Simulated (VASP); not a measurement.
# IrPt2 (F-43m) in VASP: a series of runs, part 2 of 2

VASP 6.6.1.

### Step 4. Relaxation of cell and atoms, PBE

This run uses another cell than the first one, of 14.32 Å³/atom, 0.790 times its volume.

INCAR

```
SYSTEM = IrPt2
PREC     = Accurate       ! precision mode
ENCUT    = 500            ! plane-wave cutoff, eV
EDIFF    = 1E-7           ! SCF threshold, eV
ISMEAR   = 0              ! smearing method
SIGMA    = 0.2            ! smearing width, eV
LREAL    = .FALSE.        ! projectors in reciprocal space
LASPH    = .TRUE.         ! aspherical terms in the spheres
NELM     = 120            ! most SCF steps
ALGO     = Normal         ! electronic algorithm
ISIF     = 3              ! what is computed and relaxed
LWAVE    = .FALSE.        ! write WAVECAR
LCHARG   = .FALSE.        ! write CHGCAR
GGA      = PE             ! functional
IBRION   = 2              ! ionic algorithm
NSW      = 36             ! ionic steps
EDIFFG   = -0.08          ! ionic threshold
GGA_COMPAT= .FALSE.      
NELMIN   = 4
```

KPOINTS

```
regular mesh
0
G
  6 6 6
  0 0 0
```

POSCAR

```
IrPt2
1.0
    0.0000000000      2.7796994100      2.7796994100
    2.7796994100      0.0000000000      2.7796994100
    2.7796994100      2.7796994100      0.0000000000
Ir Pt
1 2
Direct
    0.0000000000      0.0000000000      0.0000000000
    0.7500000000      0.7500000000      0.7500000000
    0.5000000000      0.5000000000      0.5000000000
```

Run with:

```sh
> cat potpaw_PBE.64/Ir/POTCAR potpaw_PBE.64/Pt/POTCAR > POTCAR
> mpirun -np 1 vasp_std > vasp.out
```

Wall time 96 s (1 thread of AMD EPYC 7R43 (Zen 3), shared host); peak memory 0.15 GiB.

It converged, with:

```yaml
Free_energy: -19.2789 eV
Relaxed_volume: 18.10 Å³/atom
Relaxed_cell: a = 4.251 Å, b = 4.251 Å, c = 4.251 Å, α = 60.00°, β = 60.00°, γ = 60.00°
Space_group_after_relaxing_to_0.05_Å: F-43m (No. 216)
Energy_gained_by_relaxing: 833.6 meV/atom
Ionic_steps: 7
Pressure_after_relaxing: 0.0 GPa
```

Step by step:
```
step  energy change (eV)  largest force (eV/Å)  pressure (GPa)  volume (Å³)
   1              0.0000                0.0000           89.65        42.96
   2              6.0611                0.0000          -18.79       114.50
   3              1.5445                0.0000          -27.56        83.50
   4             -1.3899                0.0000          -24.10        66.23
   5             -2.4970                0.0000            2.18        53.76
   6             -2.5000                0.0000           -0.93        54.55
   7             -2.5007                0.0000            0.01        54.30
```

Final structure:
```cif
data_structure
_symmetry_space_group_name_H-M 'P 1'
_symmetry_Int_Tables_number 1
_cell_length_a 4.2506
_cell_length_b 4.2506
_cell_length_c 4.2506
_cell_angle_alpha 60.000
_cell_angle_beta 60.000
_cell_angle_gamma 60.000
_cell_volume 54.30
loop_
_atom_site_label
_atom_site_type_symbol
_atom_site_fract_x
_atom_site_fract_y
_atom_site_fract_z
_atom_site_occupancy
Ir1 Ir 0.00000 0.00000 0.00000 1
Pt1 Pt 0.75000 0.75000 0.75000 1
Pt2 Pt 0.50000 0.50000 0.50000 1
```

Levels at points of the mesh, in eV from the Fermi level:
```
           k point  band 10  band 11  band 12  band 13  band 14  band 15  band 16  band 17  band 18
(0.00, 0.00, 0.00)    -0.92    -0.92    -0.25    -0.25    -0.25     0.22     0.22     7.36     7.73
(0.50, 0.00, 0.00)    -2.40    -2.40    -2.14    -0.84    -0.84     0.02     0.02     1.07     7.67
(0.50, 0.50, 0.00)    -2.42    -1.18    -1.08     0.08     0.36     0.36     0.43     1.21     1.61
```

Caveat: the volume moved by over 15 % at a fixed basis, so the end points are rough; spin-orbit coupling is left out, which moves the levels of the heavy elements.

### Step 5. Relaxation of cell and atoms, PBE

This run uses another cell than the first one, of 14.83 Å³/atom, 0.819 times its volume.

INCAR

```
SYSTEM = IrPt2
ALGO = Normal
EDIFF = 1E-7
EDIFFG = -0.08
ENCUT = 500
GGA = PE
GGA_COMPAT = .FALSE.
IBRION = 2
ISIF = 3
ISMEAR = 0
LASPH = .TRUE.
LCHARG = .FALSE.
LREAL = .FALSE.
LWAVE = .FALSE.
NELM = 120
NELMIN = 4
NSW = 36
PREC = Accurate
SIGMA = 0.2
```

KPOINTS

```
k-points
0
G
  6 6 6
  0 0 0
```

POSCAR

```
IrPt2
1.0
    0.0000000000      2.8123825600      2.8123825600
    2.8123825600      0.0000000000      2.8123825600
    2.8123825600      2.8123825600      0.0000000000
Ir Pt
1 2
Direct
    0.2500000000      0.2500000000      0.2500000000
    0.5000000000      0.5000000000      0.5000000000
    0.7500000000      0.7500000000      0.7500000000
```

Run with:

```sh
> cat potpaw_PBE.64/Ir/POTCAR potpaw_PBE.64/Pt/POTCAR > POTCAR
> mpirun -np 1 vasp_std > vasp.out
```

Wall time 68 s (1 thread of AMD EPYC 7R43 (Zen 3), shared host); peak memory 0.15 GiB.

It converged, with:

| Item | Value |
| --- | --- |
| Free energy | -19.2792 eV |
| Relaxed volume | 18.08 Å³/atom |
| Relaxed cell | a = 4.249 Å, b = 4.249 Å, c = 4.249 Å, α = 60.00°, β = 60.00°, γ = 60.00° |
| Space group after relaxing (to 0.05 Å) | F-43m (No. 216) |
| Energy gained by relaxing | 580.0 meV/atom |
| Ionic steps | 5 |
| Pressure after relaxing | 0.2 GPa |

Step by step:
| step | energy change (eV) | largest force (eV/Å) | pressure (GPa) | volume (Å³) |
| --- | --- | --- | --- | --- |
| 1 | 0.0000 | 0.0000 | 69.73 | 44.49 |
| 2 | 4.9724 | 0.0000 | -23.04 | 100.32 |
| 3 | -1.6258 | 0.0000 | -10.42 | 57.60 |
| 4 | -1.7282 | 0.0000 | -3.66 | 55.32 |
| 5 | -1.7401 | 0.0000 | 0.20 | 54.25 |

Final structure:
```yaml
crystal:
  lattice:
    - [0.00000, 3.00470, 3.00470]
    - [3.00470, 0.00000, 3.00470]
    - [3.00470, 3.00470, 0.00000]
  atoms:
    - { symbol: Ir, position: [0.25000, 0.25000, 0.25000] }
    - { symbol: Pt, position: [0.50000, 0.50000, 0.50000] }
    - { symbol: Pt, position: [0.75000, 0.75000, 0.75000] }
```

Levels at points of the mesh, in eV from the Fermi level:
```
           k point  band 10  band 11  band 12  band 13  band 14  band 15  band 16  band 17  band 18
(0.00, 0.00, 0.00)    -0.92    -0.92    -0.26    -0.26    -0.26     0.22     0.22     7.37     7.73
(0.50, 0.00, 0.00)    -2.40    -2.40    -2.14    -0.84    -0.84     0.02     0.02     1.07     7.67
(0.50, 0.50, 0.00)    -2.42    -1.19    -1.08     0.08     0.37     0.37     0.43     1.22     1.61
```

Caveat: the volume moved by over 15 % at a fixed basis, so the end points are rough; spin-orbit coupling is left out, which moves the levels of the heavy elements.

### Step 6. Overview

| task | cell | gap on the mesh (eV) | pressure (GPa) | relaxed volume (Å³/atom) |
| --- | --- | --- | --- | --- |
| single point | a = 4.252 Å, angles 60.0°, 3 atoms | none | -0.2 | - |
| relaxation of cell and atoms | relaxed from a = 3.931 Å, angles 60.0°, 3 atoms | none | 0.0 | 18.10 |
| relaxation of cell and atoms | relaxed from a = 3.977 Å, angles 60.0°, 3 atoms | none | 0.2 | 18.08 |

Alike in all rows: level PBE; potentials or basis VASP PAW PBE potentials, release 64 (Ir, Pt); no spin polarisation; k mesh 6 × 6 × 6; cutoff (eV) 500; smearing gaussian 0.2 eV.

Caveats: spin-orbit coupling is left out, which moves the levels of the heavy elements; the volume moved by over 15 % at a fixed basis, so the end points are rough (some runs).

Total energies depend on the potentials used, so only differences within one code and one set of settings carry meaning.
